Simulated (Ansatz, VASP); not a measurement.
# MgH4 in VASP and in Ansatz

INCAR

```
SYSTEM = MgH4
  PREC = Accurate
  ENCUT = 520
  EDIFF = 1E-6
  ISMEAR = 0
  SIGMA = 0.1
  LREAL = Auto
  LASPH = .TRUE.
  NELM = 100
  ALGO = Normal
  ISIF = 2
  LWAVE = .FALSE.
  LCHARG = .FALSE.
  GGA = PE
  NBANDS = 22
```

KPOINTS

```
Automatic mesh
0
G
  4 4 4
  0 0 0
```

The input POSCAR:

```
MgH4
1.0
   -3.4448316600      3.4448316600      4.0925773600
    3.4448316600     -3.4448316600      4.0925773600
    3.4448316600      3.4448316600     -4.0925773600
Mg H
3 12
Direct
    0.8216726100      0.3216726100      0.5000000000
    0.6783273900      0.1783273900      0.5000000000
    0.5000000000      0.5000000000      0.0000000000
    0.0762263600      0.0762263600      0.1524527200
    0.9237736400      0.9237736400      0.8475472800
    0.9237736400      0.0762263600      0.0000000000
    0.0762263600      0.9237736400      0.0000000000
    0.5994241300      0.5753198800      0.8445659800
    0.7307539000      0.7548581500      0.1554340200
    0.4246801200      0.2692461000      0.0241042500
    0.2451418500      0.4005758700      0.9758957500
    0.7307539000      0.5753198800      0.9758957500
    0.5994241300      0.7548581500      0.0241042500
    0.2451418500      0.2692461000      0.8445659800
    0.4246801200      0.4005758700      0.1554340200
```

Input for Ansatz:

```yaml
crystal:
  lattice:
    - [-3.44483166, 3.44483166, 4.09257736]
    - [3.44483166, -3.44483166, 4.09257736]
    - [3.44483166, 3.44483166, -4.09257736]
  atoms:
    - { symbol: Mg, position: [0.82167261, 0.32167261, 0.5] }
    - { symbol: Mg, position: [0.67832739, 0.17832739, 0.5] }
    - { symbol: Mg, position: [0.5, 0.5, 0.0] }
    - { symbol: H, position: [0.07622636, 0.07622636, 0.15245272] }
    - { symbol: H, position: [0.92377364, 0.92377364, 0.84754728] }
    - { symbol: H, position: [0.92377364, 0.07622636, 0.0] }
    - { symbol: H, position: [0.07622636, 0.92377364, 0.0] }
    - { symbol: H, position: [0.59942413, 0.57531988, 0.84456598] }
    - { symbol: H, position: [0.7307539, 0.75485815, 0.15543402] }
    - { symbol: H, position: [0.42468012, 0.2692461, 0.02410425] }
    - { symbol: H, position: [0.24514185, 0.40057587, 0.97589575] }
    - { symbol: H, position: [0.7307539, 0.57531988, 0.97589575] }
    - { symbol: H, position: [0.59942413, 0.75485815, 0.02410425] }
    - { symbol: H, position: [0.24514185, 0.2692461, 0.84456598] }
    - { symbol: H, position: [0.42468012, 0.40057587, 0.15543402] }
basis:
  ecutwfc: 420
kpoints:
  mp_grid: { grid: [4, 4, 4] }
hamiltonian:
  xc: pbe
scf:
  occupations: { method: gaussian, width: 0.1 }
  lower_state_search: "off"
output:
  forces: true
  stress: true
  eigenvalues: true
```

Alike in both runs: task single point; functional PBE; k mesh 4 × 4 × 4; occupations gaussian, width 0.1 eV; no spin polarisation.

|  | VASP | Ansatz |
| --- | --- | --- |
| version | VASP 6.6.1 | Ansatz 0.2.0 |
| potentials or method | VASP PAW PBE potentials, release 64 (Mg, H), cutoff 520 eV | scalar-relativistic, plane waves, PAW |
| valence electrons in the cell | 18 | 42 |

|  | VASP | Ansatz | Ansatz less VASP |
| --- | --- | --- | --- |
| gap on the k mesh at the Fermi level (eV) | none | none | - |
| pressure (GPa) | 17.8 | 25.7 | +7.89 |
| traceless stress, the component that is largest in VASP (GPa) | 23.93 | 39.52 | +15.585 |
| rms of the force components (eV/Å) | 6.109 | 11.166 | +5.0570 |

Atom by atom the forces differ by 5.186 eV/Å (rms over components). A gap of «none» marks a metal or a gap that the smearing closes. VASP's potentials hold 18 valence electrons a cell and Ansatz's 42, so a difference there can come from the potentials and not from the codes.
